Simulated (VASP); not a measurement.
Li3OF, 5 atoms in the cell. The structure is cubic, space group Pm-3m (No. 221). The conventional cell has a = 3.580 Å, b = 3.580 Å, c = 3.580 Å, α = 90.00°, β = 90.00°, γ = 90.00°. O (site symmetry m-3m) has 12 Li at 2.53 Å and 8 F at 3.10 Å within 3.3 Å. F (site symmetry m-3m) has 6 Li at 1.79 Å within 2.4 Å. Within 2.4 Å of Li (site symmetry 4/mmm) lie 2 F at 1.79 Å.  This cell differs from its parent crystal: volume scaled by 1.058 of the coarse rest volume.

```yaml
Program: VASP 6.6.1
Task: single point
Functional: PBEsol
Potentials_or_basis: VASP PAW PBE potentials, release 64 (O, F, Li_sv)
Cutoff: 520 eV
k_mesh: 6 × 6 × 6
Occupations: gaussian, width 0.02 eV
Spin: no spin polarisation
Dipole_correction: no
Further_INCAR_settings: ALGO = Normal; EDIFF = 1e-07; NBANDS = 19
```

Potentials or basis: VASP PAW PBE potentials, release 64 (O, F, Li_sv).

Launch:

```console
$ cat potpaw_PBE.64/O/POTCAR potpaw_PBE.64/F/POTCAR potpaw_PBE.64/Li_sv/POTCAR > POTCAR
$ mpirun -np 1 vasp_std > vasp.out
```

Hardware: 1 thread of Intel Xeon 6975P-C (shared host).

Q: How long does it take, and how much memory?

A: Wall time 14 s on 1 thread of Intel Xeon 6975P-C, on a shared host, peak memory 0.16 GiB. Counts: scf iterations 14, k points 20.
